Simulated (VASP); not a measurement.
Here is a VASP 6.6.1 calculation.

File POSCAR:

```
NaCl
1.0
    0.0000000000      2.8304500855      2.8304500855
    2.8304500855      0.0000000000      2.8304500855
    2.8304500855      2.8304500855      0.0000000000
Na Cl
1 1
Direct
    0.0000000000      0.0000000000      0.0000000000
    0.5000000000      0.5000000000      0.5000000000
```

File INCAR.step1:

```
PREC = Accurate
ENCUT = 520
ISMEAR = 0
SIGMA = 0.01
LREAL = F
LASPH = T
NELM = 80
NBANDS = 14
GGA = PE
ALGO = Normal
EDIFF = 1E-4
LWAVE = T
LCHARG = F
```

Contents of INCAR.step2:

```
PREC = Accurate
ENCUT = 520
EDIFF = 1E-6
ISMEAR = 0
SIGMA = 0.01
LREAL = F
LASPH = T
NELM = 80
ALGO = Normal
ISIF = 2
LWAVE = F
LCHARG = F
METAGGA = R2SCAN
LMIXTAU = T
NBANDS = 14
ISTART = 1
```

The input KPOINTS:

```
Automatic mesh
0
Gamma
  6 6 6
```

Potentials or basis: VASP PAW PBE potentials, release 64 (Na_pv, Cl).

Run with:

```sh
$ cat potpaw_PBE.64/Na_pv/POTCAR potpaw_PBE.64/Cl/POTCAR > POTCAR
$ cp INCAR.step1 INCAR
$ mpirun -np 1 vasp_std > vasp.out
$ cp INCAR.step2 INCAR
$ mpirun -np 1 vasp_std > vasp.out
```

(1) Predict the band gap on the k mesh.

(2) What does it give for the pressure?

## Answers

(1) 5.88 eV.

(2) -1.0 GPa.

Caveat: the PAW data sets were made with another functional, which shifts forces and pressure a little.
